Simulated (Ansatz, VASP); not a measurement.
**Two plane-wave programs on Hf**

```
CELL_PARAMETERS angstrom
0.00000 2.24720 2.24720
2.24720 0.00000 2.24720
2.24720 2.24720 0.00000
ATOMIC_POSITIONS crystal
Hf 0.00000 0.00000 0.00000
```

Alike in both runs: task single point; functional PBE; k mesh 16 × 16 × 16; occupations gaussian, width 0.1 eV; no spin polarisation.

```csv
,VASP,Ansatz
version,VASP 6.6.1,Ansatz 0.2.0
potentials or method,"VASP PAW PBE potentials, release 64 (Hf_pv), cutoff 520 eV","scalar-relativistic, plane waves, PAW"
valence electrons in the cell,10,26
```

|  | VASP | Ansatz | Ansatz less VASP |
| --- | --- | --- | --- |
| gap on the k mesh at the Fermi level (eV) | none | none | - |
| pressure (GPa) | -1.1 | -0.6 | +0.45 |

A gap of «none» marks a metal or a gap that the smearing closes. VASP's potentials hold 10 valence electrons a cell and Ansatz's 26, so a difference there can come from the potentials and not from the codes.

Neither program's run includes spin-orbit coupling.
